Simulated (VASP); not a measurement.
Here is a VASP 6.6.1 calculation.

The input INCAR:

```
SYSTEM = Bi
  ALGO = Normal
  EDIFF = 1E-6
  ENCUT = 520
  GGA = PS
  ISIF = 2
  ISMEAR = -1
  IVDW = 12
  LASPH = .TRUE.
  LCHARG = .FALSE.
  LREAL = .FALSE.
  LWAVE = .FALSE.
  NBANDS = 22
  NELM = 80
  PREC = Accurate
  SIGMA = 0.05
```

KPOINTS

```
k-points
0
G
  7 7 7
  0 0 0
```

POSCAR

```
Bi
1.0
    2.2418769581      1.2943482652      3.7560003235
   -2.2418769581      1.2943482652      3.7560003235
    0.0000000000     -2.5886965305      3.7560003235
Bi
2
Direct
    0.7608376445      0.7608376445      0.7608376445
    0.2391623555      0.2391623555      0.2391623555
```

Potentials or basis: VASP PAW PBE potentials, release 64 (Bi_d).

Launch:

```sh
$ cat potpaw_PBE.64/Bi_d/POTCAR > POTCAR
$ mpirun -np 1 vasp_std > vasp.out
```

Q: Estimate the largest force.

A: 0.004 eV/Å.

Q: Estimate the dispersion energy per atom.

A: -0.498 eV.

Q: What does it give for the pressure?

A: -0.3 GPa.

Forces on the atoms (eV/Å):
```
Bi   0.000  0.000 -0.004
Bi   0.000  0.000  0.004
```

Caveat: three body term missing; the PAW data sets were made with another functional, which shifts forces and pressure a little.
